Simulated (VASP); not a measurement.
Write the native input for VASP 6.6.1 that does the following.

- Task: single point
- Functional: LDA
- Potentials or basis: VASP PAW LDA potentials, release 64 (Ni_sv_GW, O)
- Cutoff: 700 eV
- k mesh: 12 × 12 × 6
- Occupations: gaussian, width 0.05 eV
- Spin: no spin polarisation
- Dipole correction: no
- Further INCAR settings: ALGO = Normal; EDIFF = 1e-06; NBANDS = 22

The structure of NiO2 lies in POSCAR:

```
NiO2
1.0
    2.7239885620      0.0000000000      0.0000000000
   -1.3619942810      2.3590432943      0.0000000000
    0.0000000000      0.0000000000      4.3267834318
Ni O
1 2
Direct
    0.0000000000      0.0000000000      0.5000000000
    0.6666666667      0.3333333333      0.7305104846
    0.3333333333      0.6666666667      0.2694895154
```

This cell differs from its parent crystal: atoms shifted along a free coordinate, c/a of the conventional cell at fixed volume 1.5884.

One way to write it, as run:

INCAR

```
SYSTEM = NiO2
PREC = Accurate
ENCUT = 700
EDIFF = 1E-6
ISMEAR = 0
SIGMA = 0.05
LREAL = .FALSE.
LASPH = .TRUE.
NELM = 120
ALGO = Normal
ISIF = 2
LWAVE = .FALSE.
LCHARG = .FALSE.
GGA = CA
NBANDS = 22
GGA_COMPAT = .FALSE.
```

KPOINTS

```
regular mesh
0
G
  12 12 6
  0 0 0
```

Potentials or basis: VASP PAW LDA potentials, release 64 (Ni_sv_GW, O).

Command:

```sh
$ cat potpaw_LDA.64/Ni_sv_GW/POTCAR potpaw_LDA.64/O/POTCAR > POTCAR
$ mpirun -np 1 vasp_std > vasp.out
```

Results of the run:

* Pressure: -4.3 GPa
* Largest force: 1.038 eV/Å
* Band gap on the k mesh: 0.72 eV (least direct gap 0.87 eV)

Caveat: the stress differs along the axes, from -13 to -0 GPa; the run has no spin polarisation, though such a crystal can be magnetic; forces of over 1 eV/Å act on the atoms, so gaps and moduli don't describe the material at rest.

Wall time 36 s on 1 thread of Intel(R) Xeon(R) 6975P-C (Granite Rapids), on a shared host, peak memory 0.23 GiB.
